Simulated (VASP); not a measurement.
# O (R-3m) in VASP: further runs

Runs on O. Level: PBE+D3(BJ). Tasks: single point.

Program: VASP 6.6.1. These are calculated values, not measurements. Logs are shortened: lines on timing, memory, paths and dates and some standing lists are left out, and cuts for length are marked.

## Step 1: The cell of the first run

It takes space group R-3m (No. 166, trigonal). The conventional cell has a = 3.363 Å, b = 3.363 Å, c = 11.276 Å, α = 90.00°, β = 90.00°, γ = 120.00°. Within 1.6 Å of O (site symmetry 3m) lie 1 O at 1.22 Å.

## Step 2: Single point, PBE+D3(BJ), collinear spin, ferromagnetic start (18.40 Å³/atom)

The input, INCAR:

```
SYSTEM = O
PREC = Accurate
ENCUT = 520
EDIFF = 1E-7
ISMEAR = 0
SIGMA = 0.02
LREAL = .FALSE.
LASPH = .TRUE.
NELM = 150
ALGO = Normal
ISIF = 2
LWAVE = .FALSE.
LCHARG = .FALSE.
ISPIN = 2
MAGMOM = 0.61 0.61
LORBIT = 11
GGA = PE
IVDW = 12
NBANDS = 17
```

The input, KPOINTS:

```
regular mesh
0
G
  9 9 9
  0 0 0
```

The input, POSCAR:

```
O
1.0
    1.6814310186      0.9707746512      3.7585194147
   -1.6814310186      0.9707746512      3.7585194147
    0.0000000000     -1.9415493025      3.7585194147
O
2
Direct
    0.9459822789      0.9459822789      0.9459822789
    0.0540177211      0.0540177211      0.0540177211
```

Potentials or basis: VASP PAW PBE potentials, release 64 (O).

Command:

```sh
> cat potpaw_PBE.64/O/POTCAR > POTCAR
> mpirun -np 1 vasp_std > vasp.out
```

OUTCAR:

```text
SYSTEM = O
   PREC = Accurate
   ENCUT = 520
   EDIFF = 1E-7
   ISMEAR = 0
   LREAL = .FALSE.
   LASPH = .TRUE.
   NELM = 150
   ISIF = 2
   ISPIN = 2
   LORBIT = 11
   GGA = PE
   IVDW = 12
 IVDW          = 12

 ion  position               nearest neighbor table
   1  0.946  0.946  0.946-   2 1.22
   2  0.054  0.054  0.054-   1 1.22

  LATTYP: Found a trigonal (rhomboedric) cell.
 ALAT       =     4.2303760925
 COS(alpha) =     0.6840414244

  Lattice vectors:

 A1 = (   1.6814310186,   0.9707746512,   3.7585194147)
 A2 = (  -1.6814310186,   0.9707746512,   3.7585194147)
 A3 = (   0.0000000000,  -1.9415493025,   3.7585194147)

Analysis of symmetry for initial positions (statically):
=====================================================================
 Subroutine PRICEL returns:
 Original cell was already a primitive cell.

 Routine SETGRP: Setting up the symmetry group for a
 trigonal (rhombohedral) supercell.

 Subroutine GETGRP returns: Found 12 space group operations
 (whereof 12 operations were pure point group operations)
 out of a pool of 12 trial point group operations.

The static configuration has the point symmetry D_3d.

Analysis of symmetry for dynamics (positions and initial velocities):
=====================================================================
 Subroutine PRICEL returns:
 Original cell was already a primitive cell.

 Routine SETGRP: Setting up the symmetry group for a
 trigonal (rhombohedral) supercell.

 Subroutine GETGRP returns: Found 12 space group operations
 (whereof 12 operations were pure point group operations)
 out of a pool of 12 trial point group operations.

The dynamic configuration has the point symmetry D_3d.

Analysis of structural, dynamic, and magnetic symmetry:
=====================================================================
 Subroutine PRICEL returns:
 Original cell was already a primitive cell.

 Routine SETGRP: Setting up the symmetry group for a
 trigonal (rhombohedral) supercell.

 Subroutine GETGRP returns: Found 12 space group operations
 (whereof 12 operations were pure point group operations)
 out of a pool of 12 trial point group operations.

The overall configuration has the point symmetry D_3d.

 Subroutine INISYM returns: Found 12 space group operations
 (whereof 12 operations are pure point group operations),
 and found     1 'primitive' translations

[... 117 lines left out ...]
  Thomas-Fermi vector in A             =   2.263396
   LORBIT       =     11    0 simple, 1 ext, 2 COOP (PROOUT), +10 PAW based schemes
   GGA     = PE    functional components
   LHFCALC =     F    Hartree Fock is set to
   AEXX    =    0.0000 exact exchange contribution
   IVDW    =    12    specifies the selected vdW correction
   LEPSILON=     F    determine dielectric tensor
   LRPA    =     F    only Hartree local field effects (RPA)
 spin polarized calculation
 Gauss-broadening in eV      SIGMA  =   0.02
  energy-cutoff  :      520.00
  volume of cell :       36.81
 maximum number of plane-waves:      1013
   NGX = 15   NGY = 15   NGZ = 15

 number of electron      11.9999995 magnetization       1.9999856

 Free energy of the ion-electron system (eV)
  ---------------------------------------------------
  ext. energy  EPLUGINS =         0.00000000
  ---------------------------------------------------
  free energy    TOTEN  =        -9.86481929 eV

  energy without entropy =       -9.86481929  energy(sigma->0) =       -9.86481929

 E-fermi :  -2.3639     XC(G=0):  -7.1181

 val. band max:       -2.6107346590   @ k =   0.4444   0.4444   0.4444
 cond. band min:      -1.2517144538   @ k =   0.4444   0.4444  -0.0000
 fundamental gap:      1.3590202052
 Fermi energy:        -2.3638935671

 spin component 1

 k-point     1 :       0.0000    0.0000    0.0000
  band No.  band energies     occupation
      1     -29.0049      1.00000
      2     -16.5445      1.00000
      3     -10.1013      1.00000
      4      -9.1635      1.00000
      5      -9.1635      1.00000
      6      -2.7397      1.00000
[... 459 lines left out ...]
      6      -3.4128      1.00000
[... 9 lines left out ...]
     16      21.6802      0.00000
     17      23.5218      0.00000

 [... further k-points ...]

 spin component 2

 k-point     1 :       0.0000    0.0000    0.0000
  band No.  band energies     occupation
      1     -27.8048      1.00000
      2     -14.7212      1.00000
      3      -9.2643      1.00000
      4      -7.2132      1.00000
      5      -7.2132      1.00000
      6      -0.3499      0.00000
[... 459 lines left out ...]
      6      -1.2517      0.00000
[... 9 lines left out ...]
     16      21.9732      0.00000
     17      23.6309      0.00000

 [... further k-points ...]

------------------------ aborting loop because EDIFF is reached ----------------------------------------

 Edisp (eV)   -0.08525

 E8    (eV) :    -0.0203

  FORCE on cell =-STRESS in cart. coord.  units (eV):
  Direction    XX          YY          ZZ          XY          YZ          ZX
  --------------------------------------------------------------------------------------
  -------------------------------------------------------------------------------------
  Total       0.06681     0.06681     1.42477     0.00000    -0.00000     0.00000
  in kB       2.90809     2.90809    62.01415     0.00000    -0.00000     0.00000
  external pressure =       22.61 kB  Pullay stress =        0.00 kB

 VOLUME and BASIS-vectors are now :
 -----------------------------------------------------------------------------
  energy-cutoff  :      520.00
  volume of cell :       36.81
      direct lattice vectors                 reciprocal lattice vectors
     1.681431019  0.970774651  3.758519415     0.297365752  0.171684197  0.088687405
    -1.681431019  0.970774651  3.758519415    -0.297365752  0.171684197  0.088687405
     0.000000000 -1.941549302  3.758519415     0.000000000 -0.343368394  0.088687405

 POSITION                                       TOTAL-FORCE (eV/Angst)
 -----------------------------------------------------------------------------------
      0.00000     -0.00000     10.66648         0.000000      0.000000     -1.156885
      0.00000     -0.00000      0.60908         0.000000     -0.000000      1.156885
 -----------------------------------------------------------------------------------
    total drift:                               -0.000000     -0.000000      0.000000

  FREE ENERGIE OF THE ION-ELECTRON SYSTEM (eV)
  ---------------------------------------------------
  free  energy   TOTEN  =        -9.9500700704 eV

  energy  without entropy=       -9.9500700704  energy(sigma->0) =       -9.95007007

 total charge

# of ion       s       p       d       tot
------------------------------------------
    1        1.612   3.300   0.000   4.912
    2        1.612   3.300   0.000   4.912
--------------------------------------------------
tot          3.225   6.600   0.000   9.825

 magnetization (x)

# of ion       s       p       d       tot
------------------------------------------
    1        0.011   0.799   0.000   0.810
    2        0.011   0.799   0.000   0.810
--------------------------------------------------
tot          0.021   1.599   0.000   1.620
```

stdout:

```text
POSCAR found type information on POSCAR O
 POSCAR found :  1 types and       2 ions
 scaLAPACK will be used
 LDA part: xc-table for (Slater+PW92), standard interpolation
 POSCAR, INCAR and KPOINTS ok, starting setup
 FFT: planning ... GRIDC
 FFT: planning ... GRID_SOFT
 FFT: planning ... GRID
 WAVECAR not read
 entering main loop
```

Wall time 1.9 min (1 thread of Oxide Virtual Turin-like, shared host); peak memory 0.21 GiB.

Results:

| Property | Result |
| --- | --- |
| Free energy | -9.9501 eV |
| Pressure | 2.3 GPa |
| Largest force | 1.157 eV/Å |
| Band gap on the k mesh | 1.36 eV (least direct gap 1.42 eV) |
| Net moment | 2.00 μB per cell |
| Site moments | O +0.81 μB |
| Valence electrons inside the program's atomic spheres | O 4.91 |
| Dispersion energy per atom | -0.043 eV |

Forces on the atoms (eV/Å):
```
O    0.000  0.000 -1.157
O    0.000  0.000  1.157
```

Stress tensor (GPa, compression positive):
```
0.29 0.00 0.00
0.00 0.29 0.00
0.00 0.00 6.20
```

Caveat: the standard files for N, O and F lose accuracy on very short bonds; the stress differs along the axes, from 0 to 6 GPa; forces of over 1 eV/Å act on the atoms, so gaps and moduli don't describe the material at rest. A k mesh can miss the band edges.

## Step 3: Single point, PBE+D3(BJ), collinear spin, ferromagnetic start (19.03 Å³/atom)

This run uses another cell than the first one, of 19.03 Å³/atom.

INCAR is that of step 2.

KPOINTS is that of step 2.

The input, POSCAR:

```
O
1.0
    1.7034789386      0.9835040237      3.7866929502
   -1.7034789386      0.9835040237      3.7866929502
    0.0000000000     -1.9670080475      3.7866929502
O
2
Direct
    0.9463778981      0.9463778981      0.9463778981
    0.0536221019      0.0536221019      0.0536221019
```

Potentials or basis: VASP PAW PBE potentials, release 64 (O).

Command:

```sh
> cat potpaw_PBE.64/O/POTCAR > POTCAR
> mpirun -np 1 vasp_std > vasp.out
```

Wall time 1.7 min (1 thread of Oxide Virtual Turin-like, shared host); peak memory 0.21 GiB.

Results (log left out):

- Free energy: -9.9537 eV
- Pressure: 2.0 GPa
- Largest force: 1.152 eV/Å
- Band gap on the k mesh: 1.42 eV (least direct gap 1.47 eV)
- Net moment: 2.00 μB per cell
- Site moments: O +0.81 μB
- Valence electrons inside the program's atomic spheres: O 4.91
- Dispersion energy per atom: -0.041 eV

Forces on the atoms (eV/Å):
```
O    0.000  0.000 -1.152
O    0.000  0.000  1.152
```

Stress tensor (GPa, compression positive):
```
0.12 0.00 0.00
0.00 0.12 0.00
0.00 0.00 5.85
```

Levels at points of the mesh, in eV from the valence-band top:
Spin up:
```csv
k point,band 4,band 5,band 6,band 7,band 8,band 9,band 10,band 11
"(0.00, 0.00, 0.00)",-6.55,-6.55,-0.12,-0.12,6.64,10.72,13.59,15.57
```
Spin down:
```csv
k point,band 3,band 4,band 5,band 6,band 7,band 8
"(0.00, 0.00, 0.00)",-6.58,-4.61,-4.61,2.26,2.26,7.04
```

Caveat: the standard files for N, O and F lose accuracy on very short bonds; the stress differs along the axes, from 0 to 6 GPa; forces of over 1 eV/Å act on the atoms, so gaps and moduli don't describe the material at rest.

(Continued in part 2 of 2.)
